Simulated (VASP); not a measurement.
# InPd (Pm-3m) in VASP: notebook

Aim: see how the results for InPd move with the level of theory and the settings. Levels: PBE, BLYP+D4. Tasks: single point, relaxation of cell and atoms.

All numbers are computed with VASP 6.6.1; they aren't measurements. Logs are shortened: lines on timing, memory, paths and dates and some standing lists are left out, and cuts for length are marked.

## 1. The cell of the first run

The structure is cubic, space group Pm-3m (No. 221). The conventional cell has a = 3.272 Å, b = 3.272 Å, c = 3.272 Å, α = 90.00°, β = 90.00°, γ = 90.00°. Within 3.7 Å of In (site symmetry m-3m) lie 8 Pd at 2.83 Å and 6 In at 3.27 Å. Within 3.7 Å of Pd (site symmetry m-3m) lie 8 In at 2.83 Å and 6 Pd at 3.27 Å.

## 2. Single point, PBE

File INCAR:

```
PREC = Accurate
ENCUT = 520
EDIFF = 1E-6
ISMEAR = 0
SIGMA = 0.028000000000000004
LREAL = F
LASPH = T
NELM = 80
ALGO = Normal
ISIF = 2
LWAVE = F
LCHARG = F
GGA = PE
NBANDS = 18
```

File KPOINTS:

```
Automatic mesh
0
Gamma
  8 8 8
```

File POSCAR:

```
InPd
1.0
    3.2718847800      0.0000000000      0.0000000000
    0.0000000000      3.2718847800      0.0000000000
    0.0000000000      0.0000000000      3.2718847800
In Pd
1 1
Direct
    0.0000000000      0.0000000000      0.0000000000
    0.5000000000      0.5000000000      0.5000000000
```

Potentials or basis: VASP PAW PBE potentials, release 64 (In_d, Pd).

Started as:

```sh
$ cat potpaw_PBE.64/In_d/POTCAR potpaw_PBE.64/Pd/POTCAR > POTCAR
$ mpirun -np 1 vasp_std > vasp.out
```

OUTCAR:

```text
PREC = Accurate
   ENCUT = 520
   EDIFF = 1E-6
   ISMEAR = 0
   LREAL = F
   LASPH = T
   NELM = 80
   ISIF = 2
   GGA = PE

 ion  position               nearest neighbor table
   1  0.000  0.000  0.000-   2 2.83   2 2.83   2 2.83   2 2.83   2 2.83   2 2.83   2 2.83   2 2.83

   2  0.500  0.500  0.500-   1 2.83   1 2.83   1 2.83   1 2.83   1 2.83   1 2.83   1 2.83   1 2.83

  LATTYP: Found a simple cubic cell.
 ALAT       =     3.2718847800

  Lattice vectors:

 A1 = (   3.2718847800,   0.0000000000,   0.0000000000)
 A2 = (   0.0000000000,   3.2718847800,   0.0000000000)
 A3 = (   0.0000000000,   0.0000000000,   3.2718847800)

Analysis of symmetry for initial positions (statically):
=====================================================================
 Subroutine PRICEL returns:
 Original cell was already a primitive cell.

 Routine SETGRP: Setting up the symmetry group for a
 simple cubic supercell.

 Subroutine GETGRP returns: Found 48 space group operations
 (whereof 48 operations were pure point group operations)
 out of a pool of 48 trial point group operations.

The static configuration has the point symmetry O_h .

Analysis of symmetry for dynamics (positions and initial velocities):
=====================================================================
 Subroutine PRICEL returns:
 Original cell was already a primitive cell.

 Routine SETGRP: Setting up the symmetry group for a
 simple cubic supercell.

 Subroutine GETGRP returns: Found 48 space group operations
 (whereof 48 operations were pure point group operations)
 out of a pool of 48 trial point group operations.

The dynamic configuration has the point symmetry O_h .

 Subroutine INISYM returns: Found 48 space group operations
 (whereof 48 operations are pure point group operations),
 and found     1 'primitive' translations

----------------------------------------------------------------------------------------

                                     Primitive cell

  volume of cell :      35.0263

  direct lattice vectors                    reciprocal lattice vectors
     3.271884780  0.000000000  0.000000000     0.305634234  0.000000000  0.000000000
     0.000000000  3.271884780  0.000000000     0.000000000  0.305634234  0.000000000
     0.000000000  0.000000000  3.271884780     0.000000000  0.000000000  0.305634234

  length of vectors
     3.271884780  3.271884780  3.271884780     0.305634234  0.305634234  0.305634234

  position of ions in fractional coordinates (direct lattice)
[... 72 lines left out ...]
   ICHARG =      2    charge: 1-file 2-atom 10-const
   ISPIN  =      1    spin polarized calculation?
   LNONCOLLINEAR =      F non collinear calculations
   LSORBIT =      F    spin-orbit coupling
   LASPH  =      T    aspherical Exc in radial PAW
   ENCUT  =  520.0 eV  38.22 Ry    6.18 a.u.   6.08  6.08  6.08*2*pi/ulx,y,z
   NELM   =     80;   NELMIN=  2; NELMDL= -5     # of ELM steps
   EDIFF  = 0.1E-05   stopping-criterion for ELM
   LREAL  =      F    real-space projection
   EDIFFG = 0.1E-04   stopping-criterion for IOM
   NSW    =      0    number of steps for IOM
   IBRION =     -1    ionic relax: 0-MD 1-quasi-New 2-CG
   NFREE  =      0    steps in history (QN), initial steepest desc. (CG)
   ISIF   =      2    stress and relaxation
   ISYM   =      2    0-nonsym 1-usesym 2-fastsym
   POTIM  = 0.5000    time-step for ionic-motion
   TEBEG  =    0.0;   TEEND  =   0.0 temperature during run
   PSTRESS=    0.0 pullay stress
   NELECT =      23.0000    total number of electrons
   NUPDOWN=      -1.0000    fix difference up-down
   EMIN   =  10.00;   EMAX   =-10.00  energy-range for DOS
   EFERMI =   0.00;   METHOD = LEGACY
   ISMEAR =     0;   SIGMA  =   0.03  broadening in eV -4-tet -1-fermi 0-gaus
   EFERMI_NEDOS =   21; number of points for ismear=-14 and -15
   IALGO  =     38    algorithm
   IMIX   =      4    mixing-type and parameters
     AMIX     =   0.40;   BMIX     =  1.00
     AMIX_MAG =   1.60;   BMIX_MAG =  1.00
  volume/ion in A,a.u.               =      17.51       118.18
  Fermi-wavevector in a.u.,A,eV,Ry     =   1.422938  2.688964 27.548447  2.024754
  Thomas-Fermi vector in A             =   2.543589
   LORBIT       =      0    0 simple, 1 ext, 2 COOP (PROOUT), +10 PAW based schemes
   GGA     = PE    functional components
   LHFCALC =     F    Hartree Fock is set to
   AEXX    =    0.0000 exact exchange contribution
   IVDW    =     0    specifies the selected vdW correction
   LEPSILON=     F    determine dielectric tensor
   LRPA    =     F    only Hartree local field effects (RPA)
 non-spin polarized calculation
 Gauss-broadening in eV      SIGMA  =   0.03
  energy-cutoff  :      520.00
  volume of cell :       35.03
 maximum number of plane-waves:       968
   NGX = 13   NGY = 13   NGZ = 13

 number of electron      22.9999997 magnetization

 Free energy of the ion-electron system (eV)
  ---------------------------------------------------
  ext. energy  EPLUGINS =         0.00000000
  ---------------------------------------------------
  free energy    TOTEN  =        -8.73091556 eV

  energy without entropy =       -8.72910373  energy(sigma->0) =       -8.73000964

 E-fermi :  10.3839     XC(G=0): -12.2313

 val. band max:       10.3683527562   @ k =   0.3750   0.2500   0.1250
 cond. band min:      10.3894371753   @ k =   0.3750   0.3750   0.1250
 fundamental gap:      0.0210844191
 Fermi energy:        10.3838572815

 k-point     1 :       0.0000    0.0000    0.0000
  band No.  band energies     occupation
      1      -4.4830      2.00000
      2      -4.4830      2.00000
      3      -4.0749      2.00000
      4      -4.0749      2.00000
      5      -4.0749      2.00000
      6       0.4289      2.00000
[... 481 lines left out ...]
      5      -3.9183      2.00000
      6       4.3770      2.00000
[... 10 lines left out ...]
     17      21.5763      0.00000
     18      23.5573      0.00000

 [... further k-points ...]
[... 5 lines left out ...]
  --------------------------------------------------------------------------------------
  -------------------------------------------------------------------------------------
  Total        0.8066218      0.8066218      0.8066218      0.0000000     -0.0000000      0.0000000
  in kB       36.8966159     36.8966159     36.8966159      0.0000000     -0.0000000      0.0000000
  external PRESSURE =      36.8966159 kB  Pullay stress =       0.0000000 kB

 VOLUME and BASIS-vectors are now :
 -----------------------------------------------------------------------------
  energy-cutoff  :      520.00
  volume of cell :       35.03
      direct lattice vectors                 reciprocal lattice vectors
     3.271884780  0.000000000  0.000000000     0.305634234  0.000000000  0.000000000
     0.000000000  3.271884780  0.000000000     0.000000000  0.305634234  0.000000000
     0.000000000  0.000000000  3.271884780     0.000000000  0.000000000  0.305634234

 POSITION                                       TOTAL-FORCE (eV/Angst)
 -----------------------------------------------------------------------------------
      0.00000      0.00000      0.00000         0.000000      0.000000      0.000000
      1.63594      1.63594      1.63594         0.000000      0.000000      0.000000
 -----------------------------------------------------------------------------------
    total drift:                                0.000000      0.000000     -0.000000

  FREE ENERGIE OF THE ION-ELECTRON SYSTEM (eV)
  ---------------------------------------------------
  free  energy   TOTEN  =        -8.7309155550 eV

  energy  without entropy=       -8.7291037330  energy(sigma->0) =       -8.73000964
```

stdout:

```text
POSCAR found type information on POSCAR InPd
 POSCAR found :  2 types and       2 ions
 scaLAPACK will be used
 LDA part: xc-table for (Slater+PW92), standard interpolation
 POSCAR, INCAR and KPOINTS ok, starting setup
 FFT: planning ... GRIDC
 FFT: planning ... GRID_SOFT
 FFT: planning ... GRID
 WAVECAR not read
 entering main loop
```

Wall time 12 s (1 thread of Intel Xeon Platinum 8259CL at 2.50GHz (Skylake/Cascade Lake), shared host); peak memory 0.15 GiB.

Results:

```
Free energy : -8.7309 eV
Pressure    : 3.7 GPa
```

Caveat: spin-orbit coupling is left out, which moves the levels of the heavy elements.

[end of part 1 of 2]
